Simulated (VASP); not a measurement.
A run of VASP 6.6.1 is set up as follows.

File INCAR:

```
PREC = Accurate
ENCUT = 520
EDIFF = 1E-6
ISMEAR = 0
SIGMA = 0.1
LREAL = False
LASPH = True
NELM = 60
ALGO = Fast
ISIF = 2
LWAVE = False
LCHARG = False
LDIPOL = True
IDIPOL = 3
DIPOL = 0.5 0.5 0.500
GGA = PS
NBANDS = 40
```

KPOINTS

```
Automatic mesh
0
Gamma
  9 9 1
```

Contents of POSCAR:

```
Al8Au3
1.0
    4.2447517284      0.0000000000      0.0000000000
   -2.1223758642      3.6760628295      0.0000000000
    0.0000000000      0.0000000000     27.1303884559
Al Au
8 3
Direct
    0.6666666667      0.3333333333      0.2786655056
    0.0000000000      0.0000000000      0.3349859672
    0.3333333333      0.6666666667      0.4025592123
    0.6666666667      0.3333333333      0.4691941519
    0.0000000000      0.0000000000      0.5308058674
    0.3333333333      0.6666666667      0.5974407893
    0.6666666667      0.3333333333      0.6650140215
    0.0000000000      0.0000000000      0.7213344823
    0.6666666667      0.3333333333      0.3743754139
    0.3333333333      0.6666666667      0.4999999957
    0.0000000000      0.0000000000      0.6256245930
```

Potentials or basis: VASP PAW PBE potentials, release 64 (Al, Au).

Launch:

```bash
$ cat potpaw_PBE.64/Al/POTCAR potpaw_PBE.64/Au/POTCAR > POTCAR
$ mpirun -np 1 vasp_std > vasp.out
```

(1) Predict the largest force.

(2) Estimate the band gap on the k mesh.

Results:

(1) 0.008 eV/Å.

(2) zero (an odd number of electrons rules out a gap without spin polarisation).

Caveat: the PAW data sets were made with another functional, which shifts forces and pressure a little; spin-orbit coupling is left out, which moves the levels of the heavy elements.
